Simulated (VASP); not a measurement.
Eu:

```
Eu
1.0
     0.00000    2.78930    2.78930
     2.78930    0.00000    2.78930
     2.78930    2.78930    0.00000
Eu
1
Direct
  0.00000 0.00000 0.00000
```

This isn't the form of Eu at room conditions, which is bcc.

Base run:

| Property | Result |
| --- | --- |
| Program | VASP 6.6.1 |
| Functional | PBE |
| Potentials or basis | VASP PAW PBE potentials, release 64 (Eu) |
| Cutoff | 520 eV |
| k mesh | 7 × 7 × 7 |
| Occupations | fermi-dirac, width 0.05 eV |
| Spin | collinear spin, ferromagnetic start |
| Starting moments | [3.5] μB |
| Fixed moment | 3.5 μB |

Its results: pressure -1.4 GPa; site moments Eu +5.15 μB.

Question: The run is repeated on the same cell with these changes: fixed moment from 3.5 μB to 14 μB; moments at the start from [3.5] to [14.0]. What comes out?

Answer: Pressure -3.9 GPa; site moments Eu +11.38 μB.

Caveats: the total moment is fixed, so each spin has its own Fermi level; the cell stands under tension (at least some runs).
